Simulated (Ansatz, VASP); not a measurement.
**Two plane-wave programs on Zr2N**

The input POSCAR:

```
Zr2N
1.0
    5.4130027300      0.0000000000      0.0000000000
    0.0000000000      5.4130027300      0.0000000000
    0.0000000000      0.0000000000      3.3077891900
Zr N
4 2
Direct
    0.2961254600      0.2961254600      0.0000000000
    0.7038745400      0.7038745400      0.0000000000
    0.7961254600      0.2038745400      0.5000000000
    0.2038745400      0.7961254600      0.5000000000
    0.0000000000      0.0000000000      0.0000000000
    0.5000000000      0.5000000000      0.5000000000
```

Contents of INCAR.step1:

```
SYSTEM = Zr2N
PREC = Accurate
ENCUT = 520
ISMEAR = 1
SIGMA = 0.2
LREAL = .False.
LASPH = .True.
NELM = 80
NBANDS = 38
GGA = PE
ALGO = Normal
EDIFF = 1E-4
LWAVE = .True.
LCHARG = .False.
```

The input INCAR.step2:

```
SYSTEM = Zr2N
PREC = Accurate
ENCUT = 520
EDIFF = 1E-6
ISMEAR = 1
SIGMA = 0.2
LREAL = .False.
LASPH = .True.
NELM = 80
ALGO = Normal
ISIF = 2
LWAVE = .False.
LCHARG = .False.
METAGGA = R2SCAN
LMIXTAU = .True.
NBANDS = 38
ISTART = 1
```

KPOINTS

```
Automatic mesh
0
Gamma
  8 8 10
  0 0 0
```

Input for Ansatz:

```yaml
crystal:
  lattice:
    - [5.41300273, 0.0, 0.0]
    - [0.0, 5.41300273, 0.0]
    - [0.0, 0.0, 3.30778919]
  atoms:
    - { symbol: Zr, position: [0.29612546, 0.29612546, 0.0] }
    - { symbol: Zr, position: [0.70387454, 0.70387454, 0.0] }
    - { symbol: Zr, position: [0.79612546, 0.20387454, 0.5] }
    - { symbol: Zr, position: [0.20387454, 0.79612546, 0.5] }
    - { symbol: "N", position: [0.0, 0.0, 0.0] }
    - { symbol: "N", position: [0.5, 0.5, 0.5] }
basis:
  ecutwfc: 500
kpoints:
  mp_grid: { grid: [8, 8, 10] }
hamiltonian:
  xc: r2scan
scf:
  occupations: { method: methfessel_paxton, width: 0.2 }
output:
  forces: true
  stress: true
  eigenvalues: true
```

Alike in both runs: task single point; functional r2SCAN; k mesh 8 × 8 × 10; occupations methfessel-paxton of order 1, width 0.2 eV; no spin polarisation.

```csv
,VASP,Ansatz
version,VASP 6.6.1,Ansatz 0.2.0
potentials or method,"VASP PAW PBE potentials, release 64 (Zr_sv, N), cutoff 520 eV","scalar-relativistic, plane waves, PAW"
valence electrons in the cell,58,58
```

Ansatz gave:

| Item | Value |
| --- | --- |
| gap on the k mesh at the Fermi level (eV) | none |
| pressure (GPa) | -0.2 |
| traceless stress, the component that is largest in VASP (GPa) | -0.46 |
| rms of the force components (eV/Å) | 0.019 |

Question: Estimate VASP's values.

Answer: gap on the k mesh at the Fermi level (eV): none; pressure (GPa): -0.1; traceless stress, the component that is largest in VASP (GPa): -0.45; rms of the force components (eV/Å): 0.017.

VASP's potentials were made for PBE, not for r2SCAN. Atom by atom the forces differ by 0.002 eV/Å (rms over components). A gap of «none» marks a metal or a gap that the smearing closes.
